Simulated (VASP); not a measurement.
# PbO2 (P4_2/mnm) in VASP: a series of runs

PbO2 is run at these levels: PBEsol; tasks: single point, relaxation of shape and atoms at fixed volume.

Everything below comes from runs of VASP 6.6.1. Logs are shortened: lines on timing, memory, paths and dates and some standing lists are left out, and cuts for length are marked.

## Step 1: The cell of the first run

It takes space group P4_2/mnm (No. 136, tetragonal). Conventional cell: a = 4.958 Å, b = 4.958 Å, c = 3.388 Å, α = 90.00°, β = 90.00°, γ = 90.00°. Pb (site symmetry mmm) has 6 O at 2.15 to 2.17 Å within 2.9 Å. Within 2.9 Å of O (site symmetry m2m) lie 3 Pb at 2.15 to 2.17 Å and 1 O at 2.70 Å.

## Step 2: Single point, PBEsol

File INCAR:

```
ALGO     = Normal         # electronic algorithm
EDIFF    = 1E-7           # SCF threshold, eV
ENCUT    = 520            # plane-wave cutoff, eV
GGA      = PS             # functional
ISIF     = 2              # what is computed and relaxed
ISMEAR   = 0              # smearing method
LASPH    = T              # aspherical terms in the spheres
LCHARG   = F              # write CHGCAR
LREAL    = F              # projectors in reciprocal space
LWAVE    = F              # write WAVECAR
NBANDS   = 35             # bands
NELM     = 80             # most SCF steps
PREC     = Accurate       # precision mode
SIGMA    = 0.1            # smearing width, eV
```

File KPOINTS:

```
k-points
0
Gamma
  4 4 6
```

File POSCAR:

```
PbO2
1.0
    4.9577000000      0.0000000000      0.0000000000
    0.0000000000      4.9577000000      0.0000000000
    0.0000000000      0.0000000000      3.3879000000
Pb O
2 4
Direct
    0.0000000000      0.0000000000      0.0000000000
    0.5000000000      0.5000000000      0.5000000000
    0.3072000000      0.3072000000      0.0000000000
    0.1928000000      0.8072000000      0.5000000000
    0.6928000000      0.6928000000      0.0000000000
    0.8072000000      0.1928000000      0.5000000000
```

Potentials or basis: VASP PAW PBE potentials, release 64 (Pb_d, O).

The run is started by

```bash
$ cat potpaw_PBE.64/Pb_d/POTCAR potpaw_PBE.64/O/POTCAR > POTCAR
$ mpirun -np 1 vasp_std > vasp.out
```

OUTCAR:

```text
EDIFF = 1E-7
   ENCUT = 520
   GGA = PS
   ISIF = 2
   ISMEAR = 0
   LASPH = T
   LREAL = F
   NELM = 80
   PREC = Accurate

 ion  position               nearest neighbor table
   1  0.000  0.000  0.000-   3 2.15   5 2.15   4 2.17   6 2.17   4 2.17   6 2.17   2 3.89   2 3.89
                             2 3.89   2 3.89   2 3.89   2 3.89   2 3.89   2 3.89
   2  0.500  0.500  0.500-   4 2.15   6 2.15   5 2.17   3 2.17   3 2.17   5 2.17   1 3.89   1 3.89
                             1 3.89   1 3.89   1 3.89   1 3.89   1 3.89   1 3.89
   3  0.307  0.307  0.000-   1 2.15   2 2.17   2 2.17
   4  0.193  0.807  0.500-   2 2.15   1 2.17   1 2.17
   5  0.693  0.693  0.000-   1 2.15   2 2.17   2 2.17
   6  0.807  0.193  0.500-   2 2.15   1 2.17   1 2.17

  LATTYP: Found a simple tetragonal cell.
 ALAT       =     4.9577000000
 C/A-ratio  =     0.6833612361

  Lattice vectors:

 A1 = (   4.9577000000,   0.0000000000,   0.0000000000)
 A2 = (   0.0000000000,   4.9577000000,   0.0000000000)
 A3 = (   0.0000000000,   0.0000000000,   3.3879000000)

Analysis of symmetry for initial positions (statically):
=====================================================================
 Subroutine PRICEL returns:
 Original cell was already a primitive cell.

 Routine SETGRP: Setting up the symmetry group for a
 simple tetragonal supercell.

 Subroutine GETGRP returns: Found 16 space group operations
 (whereof  8 operations were pure point group operations)
 out of a pool of 16 trial point group operations.

The static configuration has the point symmetry D_2h.
 The point group associated with its full space group is D_4h.

Analysis of symmetry for dynamics (positions and initial velocities):
=====================================================================
 Subroutine PRICEL returns:
 Original cell was already a primitive cell.

 Routine SETGRP: Setting up the symmetry group for a
 simple tetragonal supercell.

 Subroutine GETGRP returns: Found 16 space group operations
 (whereof  8 operations were pure point group operations)
 out of a pool of 16 trial point group operations.

The dynamic configuration has the point symmetry D_2h.
 The point group associated with its full space group is D_4h.

 Subroutine INISYM returns: Found 16 space group operations
 (whereof  8 operations are pure point group operations),
 and found     1 'primitive' translations

----------------------------------------------------------------------------------------

                                     Primitive cell

  volume of cell :      83.2705

  direct lattice vectors                    reciprocal lattice vectors
     4.957700000  0.000000000  0.000000000     0.201706436  0.000000000  0.000000000
     0.000000000  4.957700000  0.000000000     0.000000000  0.201706436  0.000000000
     0.000000000  0.000000000  3.387900000     0.000000000  0.000000000  0.295168098

  length of vectors
     4.957700000  4.957700000  3.387900000     0.201706436  0.201706436  0.295168098

  position of ions in fractional coordinates (direct lattice)
     0.000000000  0.000000000  0.000000000
     0.500000000  0.500000000  0.500000000
     0.307200000  0.307200000  0.000000000
     0.192800000  0.807200000  0.500000000
     0.692800000  0.692800000  0.000000000
     0.807200000  0.192800000  0.500000000

  ion indices of the primitive-cell ions
   primitive index   ion index
                 1           1
                 2           2
                 3           3
                 4           4
                 5           5
                 6           6

----------------------------------------------------------------------------------------

 KPOINTS: k-points

Automatic generation of k-mesh.
 Grid dimensions read from file:
 generate k-points for:    4    4    6

 Generating k-lattice:

  Cartesian coordinates                     Fractional coordinates (reciprocal lattice)
     0.050426609  0.000000000  0.000000000     0.250000000  0.000000000  0.000000000
     0.000000000  0.050426609  0.000000000     0.000000000  0.250000000  0.000000000
     0.000000000  0.000000000  0.049194683     0.000000000  0.000000000  0.166666667

  Length of vectors
     0.050426609  0.050426609  0.049194683

  Shift w.r.t. Gamma in fractional coordinates (k-lattice)
     0.000000000  0.000000000  0.000000000

 Subroutine IBZKPT returns following result:
 ===========================================

 Found     24 irreducible k-points:

 Following reciprocal coordinates:
            Coordinates               Weight
  0.000000  0.000000  0.000000      1.000000
  0.250000  0.000000  0.000000      4.000000
  0.500000  0.000000  0.000000      2.000000
  0.250000  0.250000  0.000000      4.000000
  0.500000  0.250000  0.000000      4.000000
  0.500000  0.500000  0.000000      1.000000
[... 16 lines left out ...]
  0.500000  0.250000  0.500000      4.000000
  0.500000  0.500000  0.500000      1.000000
   k-points           NKPTS =     24   k-points in BZ     NKDIM =     24   number of bands    NBANDS=     35
   number of dos      NEDOS =    301   number of ions     NIONS =      6
   total plane-waves  NPLWV =  44800
   dimension x,y,z NGX =    40 NGY =   40 NGZ =   28
   dimension x,y,z NGXF=    80 NGYF=   80 NGZF=   56
   ions per type =               2   4
   NGX,Y,Z   is equivalent  to a cutoff of  13.41, 13.41, 13.74 a.u.
   NGXF,Y,Z  is equivalent  to a cutoff of  26.83, 26.83, 27.48 a.u.
 SYSTEM =  unknown system
   PREC   = accura    normal or accurate (medium, high low for compatibility)
   ISTART =      0    job   : 0-new  1-cont  2-samecut
   ICHARG =      2    charge: 1-file 2-atom 10-const
   ISPIN  =      1    spin polarized calculation?
   LNONCOLLINEAR =      F non collinear calculations
   LSORBIT =      F    spin-orbit coupling
   LASPH  =      T    aspherical Exc in radial PAW
   ENCUT  =  520.0 eV  38.22 Ry    6.18 a.u.   9.22  9.22  6.30*2*pi/ulx,y,z
   NELM   =     80;   NELMIN=  2; NELMDL= -5     # of ELM steps
   EDIFF  = 0.1E-06   stopping-criterion for ELM
   LREAL  =      F    real-space projection
   EDIFFG = 0.1E-05   stopping-criterion for IOM
   NSW    =      0    number of steps for IOM
   IBRION =     -1    ionic relax: 0-MD 1-quasi-New 2-CG
   NFREE  =      0    steps in history (QN), initial steepest desc. (CG)
   ISIF   =      2    stress and relaxation
   ISYM   =      2    0-nonsym 1-usesym 2-fastsym
   POTIM  = 0.5000    time-step for ionic-motion
   TEBEG  =    0.0;   TEEND  =   0.0 temperature during run
   PSTRESS=    0.0 pullay stress
   NELECT =      52.0000    total number of electrons
   NUPDOWN=      -1.0000    fix difference up-down
   EMIN   =  10.00;   EMAX   =-10.00  energy-range for DOS
   EFERMI =   0.00;   METHOD = LEGACY
   ISMEAR =     0;   SIGMA  =   0.10  broadening in eV -4-tet -1-fermi 0-gaus
   EFERMI_NEDOS =   21; number of points for ismear=-14 and -15
   IALGO  =     38    algorithm
   IMIX   =      4    mixing-type and parameters
     AMIX     =   0.40;   BMIX     =  1.00
     AMIX_MAG =   1.60;   BMIX_MAG =  1.00
  volume/ion in A,a.u.               =      13.88        93.66
  Fermi-wavevector in a.u.,A,eV,Ry     =   1.399305  2.644302 26.640933  1.958053
  Thomas-Fermi vector in A             =   2.522377
   LORBIT       =      0    0 simple, 1 ext, 2 COOP (PROOUT), +10 PAW based schemes
   GGA     = PS    functional components
   LHFCALC =     F    Hartree Fock is set to
   AEXX    =    0.0000 exact exchange contribution
   IVDW    =     0    specifies the selected vdW correction
   LEPSILON=     F    determine dielectric tensor
   LRPA    =     F    only Hartree local field effects (RPA)
 non-spin polarized calculation
 Gauss-broadening in eV      SIGMA  =   0.10
  energy-cutoff  :      520.00
  volume of cell :       83.27
 maximum number of plane-waves:      2262
 NGX is ok and might be reduce to    40
   NGX = 19   NGY = 19   NGZ = 13

 number of electron      52.0000013 magnetization

 Free energy of the ion-electron system (eV)
  ---------------------------------------------------
  ext. energy  EPLUGINS =         0.00000000
  ---------------------------------------------------
  free energy    TOTEN  =       -34.04933940 eV

  energy without entropy =      -34.04838168  energy(sigma->0) =      -34.04886054

 E-fermi :   4.3019     XC(G=0): -10.9901

 val. band max:        4.1844532850   @ k =   0.0000   0.0000   0.1667
 cond. band min:       4.3703002282   @ k =   0.0000   0.0000   0.0000
 fundamental gap:      0.1858469432
 Fermi energy:         4.3019483066

 k-point     1 :       0.0000    0.0000    0.0000
  band No.  band energies     occupation
      1     -14.0668      2.00000
      2     -13.9163      2.00000
      3     -12.2000      2.00000
      4     -12.2000      2.00000
      5     -11.2334      2.00000
      6     -11.0104      2.00000
[... 27 lines left out ...]
     34      15.4247      0.00000
     35      16.0810      0.00000

 k-point     2 :       0.2500    0.0000    0.0000
  band No.  band energies     occupation
      1     -13.9030      2.00000
      2     -13.8137      2.00000
      3     -12.6647      2.00000
      4     -12.5355      2.00000
      5     -10.9647      2.00000
      6     -10.9642      2.00000
[... 27 lines left out ...]
     34      16.0264      0.00000
     35      16.0960      0.00000

 k-point     3 :       0.5000    0.0000    0.0000
  band No.  band energies     occupation
      1     -13.6434      2.00000
      2     -13.6434      2.00000
      3     -12.9912      2.00000
      4     -12.9912      2.00000
      5     -10.9556      2.00000
      6     -10.9556      2.00000
[... 27 lines left out ...]
     34      16.0497      0.00000
     35      16.3645      0.00000
[... 723 lines left out ...]
 k-point    23 :       0.5000    0.2500    0.5000
  band No.  band energies     occupation
      1     -13.6892      2.00000
      2     -13.6892      2.00000
      3     -12.8292      2.00000
      4     -12.8292      2.00000
      5     -10.8066      2.00000
      6     -10.8066      2.00000
[... 27 lines left out ...]
     34      14.8086      0.00000
     35      16.8470      0.00000

 k-point    24 :       0.5000    0.5000    0.5000
  band No.  band energies     occupation
      1     -13.4998      2.00000
      2     -13.4998      2.00000
      3     -13.1563      2.00000
      4     -13.1563      2.00000
      5     -10.7769      2.00000
      6     -10.7769      2.00000
[... 27 lines left out ...]
     34      14.1643      0.00000
     35      17.4589      0.00000

------------------------ aborting loop because EDIFF is reached ----------------------------------------

  FORCE on cell =-STRESS in cart. coord.  units (eV):
  Direction    XX          YY          ZZ          XY          YZ          ZX
  --------------------------------------------------------------------------------------
  -------------------------------------------------------------------------------------
  Total        1.6569129      1.6569129      2.2587678      0.0000000      0.0000000      0.0000000
  in kB       31.8800649     31.8800649     43.4601373      0.0000000      0.0000000      0.0000000
  external PRESSURE =      35.7400890 kB  Pullay stress =       0.0000000 kB

 VOLUME and BASIS-vectors are now :
 -----------------------------------------------------------------------------
  energy-cutoff  :      520.00
  volume of cell :       83.27
      direct lattice vectors                 reciprocal lattice vectors
     4.957700000  0.000000000  0.000000000     0.201706436  0.000000000  0.000000000
     0.000000000  4.957700000  0.000000000     0.000000000  0.201706436  0.000000000
     0.000000000  0.000000000  3.387900000     0.000000000  0.000000000  0.295168098

 POSITION                                       TOTAL-FORCE (eV/Angst)
 -----------------------------------------------------------------------------------
      0.00000      0.00000      0.00000         0.000000      0.000000     -0.000000
      2.47885      2.47885      1.69395         0.000000      0.000000     -0.000000
      1.52301      1.52301      0.00000        -0.013351     -0.013351      0.000000
      0.95584      4.00186      1.69395         0.013351     -0.013351     -0.000000
      3.43469      3.43469      0.00000         0.013351      0.013351     -0.000000
      4.00186      0.95584      1.69395        -0.013351      0.013351     -0.000000
 -----------------------------------------------------------------------------------
    total drift:                                0.000000     -0.000000     -0.000000

  FREE ENERGIE OF THE ION-ELECTRON SYSTEM (eV)
  ---------------------------------------------------
  free  energy   TOTEN  =       -34.0493394019 eV

  energy  without entropy=      -34.0483816792  energy(sigma->0) =      -34.04886054
```

Wall time 31 s (1 thread of Intel Xeon 6975P-C (Granite Rapids), shared host); peak memory 0.22 GiB.

Results:

```yaml
Free_energy: -34.0493 eV
Pressure: 3.6 GPa
Largest_force: 0.019 eV/Å
Band_gap_on_the_k_mesh: 0.19 eV, indirect (least direct gap 0.68 eV)
```

Forces in eV/Å, atoms in the order of the input:
```
Pb   0.000  0.000  0.000
Pb   0.000  0.000  0.000
O   -0.013 -0.013  0.000
O    0.013 -0.013  0.000
O    0.013  0.013  0.000
O   -0.013  0.013  0.000
```

Stress tensor (GPa, compression positive):
```
3.19 0.00 0.00
0.00 3.19 0.00
0.00 0.00 4.35
```

Caveat: the PAW data sets were made with another functional, which shifts forces and pressure a little; spin-orbit coupling is left out, which moves the levels of the heavy elements.

## Step 3: Relaxation of shape and atoms at fixed volume, PBEsol (volume scaled by 0.91)

File INCAR:

```
PREC = Accurate
ENCUT = 600
EDIFF = 1E-6
ISMEAR = 0
SIGMA = 0.1
LREAL = False
LASPH = True
NELM = 80
ALGO = Normal
ISIF = 4
LWAVE = False
LCHARG = False
GGA = PS
IBRION = 2
NSW = 50
EDIFFG = -0.01
```

File KPOINTS:

```
Automatic mesh
0
Gamma
  8 8 10
```

File POSCAR:

```
PbO2
1.0
    4.8036772288      0.0000000000      0.0000000000
    0.0000000000      4.8036772288      0.0000000000
    0.0000000000      0.0000000000      3.3597811312
Pb O
2 4
Direct
    0.0000000000      0.0000000000      0.0000000000
    0.5000000000      0.5000000000      0.5000000000
    0.3070491616      0.3070491616      0.0000000000
    0.1929508384      0.8070491616      0.5000000000
    0.6929508384      0.6929508384      0.0000000000
    0.8070491616      0.1929508384      0.5000000000
```

Potentials or basis: VASP PAW PBE potentials, release 64 (Pb_d, O).

The run is started by

```bash
$ cat potpaw_PBE.64/Pb_d/POTCAR potpaw_PBE.64/O/POTCAR > POTCAR
$ mpirun -np 1 vasp_std > vasp.out
```

It took 15 min on 1 thread of Intel Xeon 8259CL, shared host; peak memory 0.36 GiB.

It converged, with:

- Free energy: -33.7192 eV
- Energy gained by relaxing: 0.7 meV/atom
- Ionic steps: 5
- Pressure after relaxing: 15.5 GPa
- Largest force after relaxing: 0.003 eV/Å

Forces on the atoms (eV/Å):
```
Pb   0.000  0.000  0.000
Pb   0.000  0.000  0.000
O   -0.002 -0.002  0.000
O    0.002 -0.002  0.000
O    0.002  0.002  0.000
O   -0.002  0.002  0.000
```

Step by step:
```tsv
step	energy change (eV)	largest force (eV/Å)	pressure (GPa)	volume (Å³)
1	0.0000	0.0597	16.03	77.53
2	-0.0032	0.0385	15.73	77.53
3	-0.0035	0.0738	15.63	77.53
4	-0.0043	0.0282	15.54	77.53
5	-0.0045	0.0034	15.49	77.53
```

Final structure:
```cif
data_structure
_symmetry_space_group_name_H-M 'P 1'
_symmetry_Int_Tables_number 1
_cell_length_a 4.7788
_cell_length_b 4.7788
_cell_length_c 3.3948
_cell_angle_alpha 90.000
_cell_angle_beta 90.000
_cell_angle_gamma 90.000
_cell_volume 77.53
loop_
_atom_site_label
_atom_site_type_symbol
_atom_site_fract_x
_atom_site_fract_y
_atom_site_fract_z
_atom_site_occupancy
Pb1 Pb 0.00000 0.00000 0.00000 1
Pb2 Pb 0.50000 0.50000 0.50000 1
O1 O 0.30724 0.30724 0.00000 1
O2 O 0.19276 0.80724 0.50000 1
O3 O 0.69276 0.69276 0.00000 1
O4 O 0.80724 0.19276 0.50000 1
```

Levels at points of the mesh, in eV from the Fermi level:
| k point | band 24 | band 25 | band 26 | band 27 | band 28 | band 29 |
| --- | --- | --- | --- | --- | --- | --- |
| (0.00, 0.00, 0.00) | -0.65 | -0.65 | -0.65 | -0.04 | 4.68 | 5.80 |
| (0.50, 0.00, 0.00) | -0.73 | -0.49 | -0.49 | 3.08 | 3.08 | 6.45 |
| (0.50, 0.50, 0.00) | -0.73 | -0.58 | -0.58 | 3.41 | 3.41 | 6.97 |
| (0.00, 0.00, 0.50) | -1.42 | -0.99 | -0.99 | 4.38 | 4.38 | 9.32 |
| (0.50, 0.00, 0.50) | -1.01 | -0.06 | -0.06 | 4.81 | 4.81 | 7.85 |
| (0.50, 0.50, 0.50) | -0.85 | -0.65 | -0.65 | 3.35 | 3.35 | 8.47 |

Caveat: the cell differs from its parent crystal (volume scaled by 0.91); the PAW data sets were made with another functional, which shifts forces and pressure a little; spin-orbit coupling is left out, which moves the levels of the heavy elements.

(Part 1 of 2 ends here.)
